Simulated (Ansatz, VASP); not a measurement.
Given: the input of a run of Ansatz 0.2.0 on C.

Contents of input.yaml:

```yaml
crystal:
  lattice:
    - [2.4397422609, 0.0, 0.0]
    - [-1.2198711305, 2.1128787767, 0.0]
    - [0.0, 0.0, 23.9719824012]
  atoms:
    - { symbol: C, position: [0.6666666667, 0.3333333333, 0.57047544] }
    - { symbol: C, position: [0.3333333333, 0.6666666667, 0.42952456] }
    - { symbol: C, position: [0.0, 0.0, 0.42953123] }
    - { symbol: C, position: [0.0, 0.0, 0.57046877] }
hamiltonian:
  xc: r2scan
  pseudopotentials: { kind: paw }
kpoints:
  mp_grid: { grid: [12, 12, 2] }
scf:
  occupations: { method: fermi_dirac, width: 0.05 }
output:
  forces: true
  stress: true
  eigenvalues: true
```

Potentials or basis: Ansatz PAW.

Run with:

```bash
$ ansatz run input.yaml --threads 1 --pin off --max-ram 3584MiB --backend cpu --events-out ev --progress --plain --runs-dir out
```

Task: Set up the same calculation for VASP 6.6.1. Potentials there: VASP PAW PBE potentials, release 64 (C).

Result: As run (the cutoff follows the program's own potentials):

POSCAR

```
C
1.0
    2.4397422609      0.0000000000      0.0000000000
   -1.2198711305      2.1128787767      0.0000000000
    0.0000000000      0.0000000000     23.9719824012
C
4
Direct
    0.6666666667      0.3333333333      0.5704754400
    0.3333333333      0.6666666667      0.4295245600
    0.0000000000      0.0000000000      0.4295312300
    0.0000000000      0.0000000000      0.5704687700
```

The input INCAR.step1:

```
SYSTEM = C
PREC = Accurate
ENCUT = 520
ISMEAR = -1
SIGMA = 0.05
LREAL = .FALSE.
LASPH = .TRUE.
NELM = 60
NBANDS = 16
GGA = PE
ALGO = Normal
EDIFF = 1E-4
LWAVE = .TRUE.
LCHARG = .FALSE.
```

The input INCAR.step2:

```
SYSTEM = C
PREC = Accurate
ENCUT = 520
EDIFF = 1E-7
ISMEAR = -1
SIGMA = 0.05
LREAL = .FALSE.
LASPH = .TRUE.
NELM = 60
ALGO = Normal
ISIF = 2
LWAVE = .FALSE.
LCHARG = .FALSE.
METAGGA = R2SCAN
LMIXTAU = .TRUE.
NBANDS = 16
ISTART = 1
```

File KPOINTS:

```
Automatic mesh
0
G
  12 12 2
  0 0 0
```

Potentials or basis: VASP PAW PBE potentials, release 64 (C).

Run with:

```console
$ cat potpaw_PBE.64/C/POTCAR > POTCAR
$ cp INCAR.step1 INCAR
$ mpirun -np 1 vasp_std > vasp.out
$ cp INCAR.step2 INCAR
$ mpirun -np 1 vasp_std > vasp.out
```

Both were run:

|  | VASP | Ansatz | Ansatz less VASP |
| --- | --- | --- | --- |
| gap on the k mesh at the Fermi level (eV) | none | none | - |
| rms of the force components (eV/Å) | 0.010 | 0.009 | -0.0001 |

VASP's potentials were made for PBE, not for r2SCAN. Atom by atom the forces differ by 0.000 eV/Å (rms over components). A gap of «none» marks a metal or a gap that the smearing closes. With one functional, cell and mesh, what is left measures potentials, basis and numerics.
